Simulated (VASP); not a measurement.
A run of VASP 6.6.1:

File POSCAR:

```
Cu
1.0
   -1.3757123271      1.3757123271      1.3757123271
    1.3757123271     -1.3757123271      1.3757123271
    1.3757123271      1.3757123271     -1.3757123271
Cu
1
Direct
    0.0000000000      0.0000000000      0.0000000000
```

The input INCAR.step1:

```
ALGO = Normal
EDIFF = 1E-5
ENCUT = 660
GGA = PE
GGA_COMPAT = False
ISMEAR = -1
LASPH = True
LCHARG = False
LREAL = False
LWAVE = True
NBANDS = 12
NELM = 120
PREC = Accurate
SIGMA = 0.1
```

The input INCAR.step2:

```
ALGO = Normal
EDIFF = 1E-6
ENCUT = 660
GGA_COMPAT = False
ISIF = 2
ISMEAR = -1
ISTART = 1
LASPH = True
LCHARG = True
LELF = True
LMIXTAU = True
LREAL = False
LVHAR = True
LWAVE = False
METAGGA = R2SCAN
NBANDS = 12
NELM = 120
PREC = Accurate
SIGMA = 0.1
```

File KPOINTS:

```
k-points
0
Gamma
  12 12 12
```

Potentials or basis: VASP PAW PBE potentials, release 64 (Cu).

Run with:

```sh
$ cat potpaw_PBE.64/Cu/POTCAR > POTCAR
$ cp INCAR.step1 INCAR
$ mpirun -np 1 vasp_std > vasp.out
$ cp INCAR.step2 INCAR
$ mpirun -np 1 vasp_std > vasp.out
```

Hardware: 1 thread of Intel(R) Xeon(R) 6975P-C (Granite Rapids) (shared host).

Task: Estimate the wall time of this run.

Result: Wall time 19 s on 1 thread of Intel(R) Xeon(R) 6975P-C (Granite Rapids), on a shared host, peak memory 0.13 GiB. Counts: k points 72.
